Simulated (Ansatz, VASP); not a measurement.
**Two plane-wave programs on TiN**

The input INCAR:

```
SYSTEM = TiN
PREC = Accurate
ENCUT = 600
EDIFF = 1E-6
ISMEAR = 0
SIGMA = 0.1
LREAL = .FALSE.
LASPH = .TRUE.
NELM = 60
ALGO = Normal
ISIF = 3
LWAVE = .FALSE.
LCHARG = .FALSE.
GGA = PE
IBRION = 2
NSW = 100
EDIFFG = -0.005
```

Contents of KPOINTS:

```
Automatic mesh
0
G
  18 18 18
  0 0 0
```

The input POSCAR:

```
TiN
1.0
    0.0000000000      2.1220000000      2.1220000000
    2.1220000000      0.0000000000      2.1220000000
    2.1220000000      2.1220000000      0.0000000000
Ti N
1 1
Direct
    0.0000000000      0.0000000000      0.0000000000
    0.5000000000      0.5000000000      0.5000000000
```

Input for Ansatz:

```yaml
crystal:
  lattice:
    - [0.0, 2.122, 2.122]
    - [2.122, 0.0, 2.122]
    - [2.122, 2.122, 0.0]
  atoms:
    - { symbol: Ti, position: [0.0, 0.0, 0.0] }
    - { symbol: "N", position: [0.5, 0.5, 0.5] }
basis:
  ecutwfc: 420
kpoints:
  mp_grid: { grid: [18, 18, 18] }
hamiltonian:
  xc: pbe
  pseudopotentials: { kind: paw, azcp: { folder: soft_1 } }
scf:
  occupations: { method: gaussian, width: 0.1 }
output:
  forces: true
  stress: true
  eigenvalues: true
relax:
  adjacent_minimum: "off"
  f_tol: 0.005
  max_steps: 80
  cell: { stress_tol: 0.05 }
```

Alike in both runs: task relaxation of cell and atoms; functional PBE; k mesh 18 × 18 × 18; occupations gaussian, width 0.1 eV; no spin polarisation.

|  | VASP | Ansatz |
| --- | --- | --- |
| version | VASP 6.6.1 | Ansatz 0.2.0 |
| potentials or method | VASP PAW PBE potentials, release 64 (Ti_sv, N), cutoff 600 eV | scalar-relativistic, plane waves, PAW |
| valence electrons in the cell | 17 | 17 |

|  | VASP | Ansatz | Ansatz less VASP |
| --- | --- | --- | --- |
| gap on the k mesh at the Fermi level, each at its own relaxed structure (eV) | none | none | - |
| relaxed volume (Å³/atom) | 9.59 | 9.57 | -0.012 |
| relaxed cell length with the largest relative difference (Å) | 3.004 | 3.003 | -0.0013 |

A gap of «none» marks a metal or a gap that the smearing closes.
